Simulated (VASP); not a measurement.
A run of VASP 6.6.1 is set up as follows.

The input INCAR:

```
SYSTEM = Cs2SnI6
  PREC = Accurate
  ENCUT = 500
  EDIFF = 1E-6
  ISMEAR = 0
  SIGMA = 0.01
  LREAL = .FALSE.
  LASPH = .TRUE.
  NELM = 120
  ALGO = Normal
  ISIF = 2
  LWAVE = .FALSE.
  LCHARG = .FALSE.
  GGA = PE
  NBANDS = 47
  GGA_COMPAT = .FALSE.
```

The input KPOINTS:

```
regular mesh
0
G
  4 4 4
  0 0 0
```

The input POSCAR:

```
Cs2SnI6
1.0
    0.0000000000      5.9602634343      5.9602634343
    5.9602634343      0.0000000000      5.9602634343
    5.9602634343      5.9602634343      0.0000000000
Cs Sn I
2 1 6
Direct
    0.2500000000      0.2500000000      0.2500000000
    0.7500000000      0.7500000000      0.7500000000
    0.0000000000      0.0000000000      0.0000000000
    0.2416514971      0.7583485029      0.7583485029
    0.2416514971      0.7583485029      0.2416514971
    0.7583485029      0.2416514971      0.7583485029
    0.7583485029      0.2416514971      0.2416514971
    0.7583485029      0.7583485029      0.2416514971
    0.2416514971      0.2416514971      0.7583485029
```

Potentials or basis: VASP PAW PBE potentials, release 64 (Cs_sv, Sn_d, I).

Command:

```console
$ cat potpaw_PBE.64/Cs_sv/POTCAR potpaw_PBE.64/Sn_d/POTCAR potpaw_PBE.64/I/POTCAR > POTCAR
$ mpirun -np 1 vasp_std > vasp.out
```

Task: Estimate the band gap on the k mesh.

Result: 0.30 eV.

Task: Predict the largest force.

Result: 0.166 eV/Å.

Task: Predict the pressure.

Result: 0.6 GPa.

Forces in eV/Å, atoms in the order of the input:
```
Cs   0.000  0.000  0.000
Cs   0.000  0.000  0.000
Sn   0.000  0.000  0.000
I   -0.166  0.000  0.000
I    0.000  0.166  0.000
I    0.000 -0.166  0.000
I    0.166  0.000  0.000
I    0.000  0.000 -0.166
I    0.000  0.000  0.166
```

Caveat: spin-orbit coupling is left out, which moves the levels of the heavy elements. A k mesh can miss the band edges.
